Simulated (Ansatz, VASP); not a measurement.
One calculation of Pb, two programs

```
Pb
1.0
    -2.01849    2.01849    2.01849
     2.01849   -2.01849    2.01849
     2.01849    2.01849   -2.01849
Pb
1
Cartesian
  0.0000 0.0000 0.0000
```

Alike in both runs: task single point; functional PBE; k mesh 9 × 9 × 9; occupations fermi-dirac, width 0.05 eV; no spin polarisation.

```csv
,VASP,Ansatz
version,VASP 6.6.1,Ansatz 0.2.0
potentials or method,"VASP PAW PBE potentials, release 64 (Pb_d)",Ansatz PAW soft_1
plane-wave cutoff (eV),500,420
valence electrons in the cell,14,14
```

|  | VASP | Ansatz | Ansatz less VASP |
| --- | --- | --- | --- |
| gap on the k mesh at the Fermi level (eV) | none | none | - |
| pressure (GPa) | -1.3 | -1.3 | +0.05 |

A gap of «none» marks a metal or a gap that the smearing closes. The functional is the same, so the differences come from potentials, cutoffs and numerics.

Neither program's run includes spin-orbit coupling.
